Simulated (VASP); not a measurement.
Input of a VASP 6.6.1 run:

File INCAR:

```
SYSTEM = SrO
  ALGO = Normal
  EDIFF = 1E-6
  ENCUT = 600
  GGA = PE
  GGA_COMPAT = .False.
  ISIF = 2
  ISMEAR = -1
  LASPH = .True.
  LCHARG = .True.
  LELF = .True.
  LREAL = .False.
  LVHAR = .True.
  LWAVE = .False.
  NBANDS = 15
  NELM = 120
  PREC = Accurate
  SIGMA = 0.1
```

KPOINTS

```
k-points
0
Gamma
  6 6 6
  0 0 0
```

File POSCAR:

```
SrO
1.0
    0.0000000000      2.5806600000      2.5806600000
    2.5806600000      0.0000000000      2.5806600000
    2.5806600000      2.5806600000      0.0000000000
Sr O
1 1
Direct
    0.0000000000      0.0000000000      0.0000000000
    0.5000000000      0.5000000000      0.5000000000
```

Potentials or basis: VASP PAW PBE potentials, release 64 (Sr_sv, O).

Command:

```console
$ cat potpaw_PBE.64/Sr_sv/POTCAR potpaw_PBE.64/O/POTCAR > POTCAR
$ mpirun -np 1 vasp_std > vasp.out
```

Q: Estimate the band gap on the k mesh.

A: 3.27 eV, indirect (least direct gap 3.37 eV).

Q: Predict the pressure.

A: 2.2 GPa.

A k mesh can miss the band edges. Expect the measured gap to be larger: semilocal functionals such as PBE lack the derivative discontinuity.
